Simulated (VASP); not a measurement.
Crystal: AlSnH4.

```
CELL_PARAMETERS angstrom
4.05608 0.00000 0.00000
0.00000 4.05608 0.00000
0.00000 0.00000 6.48650
ATOMIC_POSITIONS crystal
Al 0.00000 0.00000 0.00000
Sn 0.50000 0.50000 0.50000
H 0.00000 0.00000 0.68419
H 0.50000 0.00000 0.00000
H 0.00000 0.50000 0.00000
H 0.00000 0.00000 0.31581
```

| Property | Result |
| --- | --- |
| Program | VASP 6.6.1 |
| Task | relaxation of cell and atoms |
| Functional | PBE |
| Potentials or basis | VASP PAW PBE potentials, release 64 (Al, Sn_d, H) |
| Cutoff | 600 eV |
| k mesh | 4 × 4 × 4 |
| Occupations | gaussian, width 0.1 eV |
| Spin | no spin polarisation |

At the start: pressure -11.0 GPa; volume 17.79 Å³/atom.

Where does the relaxation end?

Over 11 steps the energy falls by 348.7 meV/atom and the volume is 11.27 Å³/atom (-36.6 %); space group P4/mmm (No. 123, to 0.1 Å) before and after.

Step by step:
| step | energy change (eV) | largest force (eV/Å) | pressure (GPa) | volume (Å³) |
| --- | --- | --- | --- | --- |
| 1 | 0.0000 | 1.0330 | -10.95 | 106.71 |
| 2 | -1.2541 | 0.7406 | -9.27 | 89.01 |
| 3 | -1.9990 | 0.1336 | -3.81 | 73.58 |
| 4 | -0.1388 | 2.6151 | 37.83 | 48.23 |
| 5 | -2.0677 | 0.0299 | -1.52 | 69.87 |
| 6 | -2.0783 | 0.1726 | 0.15 | 67.77 |
| 7 | -2.0776 | 0.1255 | -0.40 | 68.44 |
| 8 | -2.0880 | 0.0043 | -0.40 | 68.29 |
| 9 | -2.0904 | 0.0953 | -0.35 | 68.18 |
| 10 | -2.0920 | 0.0571 | 0.07 | 67.81 |
| 11 | -2.0923 | 0.0391 | 0.23 | 67.63 |

Final structure:
```xyz
6
Lattice="3.4017 0.0000 0.0000 0.0000 3.4017 0.0000 0.0000 0.0000 5.8449" Properties=species:S:1:pos:R:3 pbc="T T T"
Al    0.0000    3.4017    0.0000
Sn    1.7009    1.7009    2.9224
H     0.0000    3.4017    4.0921
H     1.7009    3.4017    0.0000
H     0.0000    1.7009    0.0000
H     0.0000    0.0000    1.7528
```

Caveat: the k points lie up to 0.46 Å⁻¹ apart in the final cell, too coarse for converged energies and pressures of a metal; the volume moved by over 15 % at a fixed basis, so the end points are rough.
